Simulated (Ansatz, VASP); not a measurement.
Si2Ni: VASP beside Ansatz

Contents of INCAR:

```
PREC = Accurate
ENCUT = 520
EDIFF = 1E-6
ISMEAR = -1
SIGMA = 0.05
LREAL = F
LASPH = T
NELM = 150
ALGO = Normal
ISIF = 2
LWAVE = F
LCHARG = F
ISPIN = 2
MAGMOM = 0.2 0 0
LORBIT = 11
NUPDOWN = 0.2
LMAXMIX = 4
GGA = PS
NBANDS = 20
```

File KPOINTS:

```
Automatic mesh
0
Gamma
  7 7 7
```

File POSCAR:

```
Si2Ni
1.0
    0.0000000000      2.7030000000      2.7030000000
    2.7030000000      0.0000000000      2.7030000000
    2.7030000000      2.7030000000      0.0000000000
Ni Si
1 2
Direct
    0.0000000000      0.0000000000      0.0000000000
    0.7500000000      0.7500000000      0.7500000000
    0.2500000000      0.2500000000      0.2500000000
```

input.yaml

```yaml
crystal:
  lattice:
    - [0.0, 2.703, 2.703]
    - [2.703, 0.0, 2.703]
    - [2.703, 2.703, 0.0]
  atoms:
    - { symbol: Ni, position: [0.0, 0.0, 0.0], spin: 0.2 }
    - { symbol: Si, position: [0.75, 0.75, 0.75] }
    - { symbol: Si, position: [0.25, 0.25, 0.25] }
hamiltonian:
  xc: pbesol
  pseudopotentials: { kind: paw }
magnetization:
  spin_polarized: true
  initial_magnetization: 0.2
  spin_locking: { lock_magnetization: hard }
kpoints:
  mp_grid: { grid: [7, 7, 7] }
scf:
  occupations: { method: fermi_dirac, width: 0.05 }
  lower_state_search: "off"
output:
  forces: true
  stress: true
  eigenvalues: true
```

Alike in both runs: task single point; functional PBEsol; k mesh 7 × 7 × 7; occupations fermi-dirac, width 0.05 eV; collinear spin; fixed moment 0.2 μB.

|  | VASP | Ansatz |
| --- | --- | --- |
| version | VASP 6.6.1 | Ansatz 0.2.0 |
| potentials or method | VASP PAW PBE potentials, release 64 (Ni, Si) | Ansatz PAW |
| plane-wave cutoff (eV) | 520 | 420 |
| valence electrons in the cell | 18 | 26 |

|  | VASP | Ansatz | Ansatz less VASP |
| --- | --- | --- | --- |
| pressure (GPa) | -1.4 | -1.6 | -0.25 |
| net moment per atom (μB) | 0.07 | 0.07 | 0.000 |
| size of the moment on the site where the two differ most (μB) | 0.11 | 0.12 | +0.007 |

VASP's potentials were made for PBE, not for PBEsol. Site moments also hang on the region over which each program counts them. The functional is the same, so the differences come from potentials, cutoffs and numerics. VASP's potentials hold 18 valence electrons a cell and Ansatz's 26, so a difference there can come from the potentials and not from the codes.
